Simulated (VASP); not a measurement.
A run of VASP 6.6.1 is set up as follows.

Contents of INCAR:

```
PREC = Accurate
ENCUT = 520
EDIFF = 1E-6
ISMEAR = 0
SIGMA = 0.1
LREAL = Auto
LASPH = True
NELM = 80
ALGO = Normal
ISIF = 2
LWAVE = False
LCHARG = True
GGA = PE
LELF = True
LVHAR = True
NBANDS = 121
```

The input KPOINTS:

```
regular mesh
0
Gamma
  4 4 4
```

POSCAR

```
Si19Mo9
1.0
    0.0000000000      0.0000000000     -7.8730199709
    4.8252710687      4.8252710687     -3.9365099855
    4.8252710687     -4.8252710687     -3.9365099855
Si Mo
19 9
Direct
    0.3213231933      0.0025334393      0.6778854391
    0.9976399653      0.0022793154      0.3310540179
    0.2885191207      0.3815951791      0.3815951791
    0.6684087384      0.3307998940      0.6554478943
    1.0025064852      0.6666666667      0.6666666667
    0.7183761456     -0.0482618458      0.9517381542
    0.9976399653      0.3310540179      1.0022793154
    0.3213231933      0.6778854391      1.0025334393
    0.6684087384      0.6554478943      0.3307998940
    0.0094767007      0.0025334393      0.6554478943
    0.6632190335     -0.0482618458      0.3815951791
    0.0046393501      0.3310540179      0.3310540179
    0.3341247009      0.3307998940      0.6778854391
    0.6641601815      0.6666666667      0.6666666667
    0.3334140526      0.0022793154      1.0022793154
    0.6632190335      0.3815951791      0.9517381542
    0.0094767007      0.6554478943      1.0025334393
    0.3341247009      0.6778854391      0.3307998940
    0.5833333333      0.1666666667      0.1666666667
   -0.0002862362      0.3339058057      0.6666666667
    0.6636612456      0.3359802336      0.3359802336
   -0.0002862362      0.6666666667      0.3339058057
    0.3333333333      0.6666666667      0.6666666667
    0.6669529029     -0.0005724724      0.6666666667
    0.3336918541      0.3359802336      0.9973530997
    0.6669529029      0.6666666667      0.9994275276
    1.0022883795     -0.0026469003      0.9973530997
    0.3336918541     -0.0026469003      0.3359802336
```

Potentials or basis: VASP PAW PBE potentials, release 64 (Si, Mo_sv).

Launch:

```bash
$ cat potpaw_PBE.64/Si/POTCAR potpaw_PBE.64/Mo_sv/POTCAR > POTCAR
$ mpirun -np 1 vasp_std > vasp.out
```

(1) Estimate the largest force.

(2) Predict the band gap on the k mesh.

(3) Estimate the pressure.

## Answers

(1) 0.020 eV/Å.

(2) zero (bands 101 and 102 overlap by 0.42 eV).

(3) 12.6 GPa.

Caveat: the cell differs from its parent crystal (with an interstitial atom, then relaxed in part).
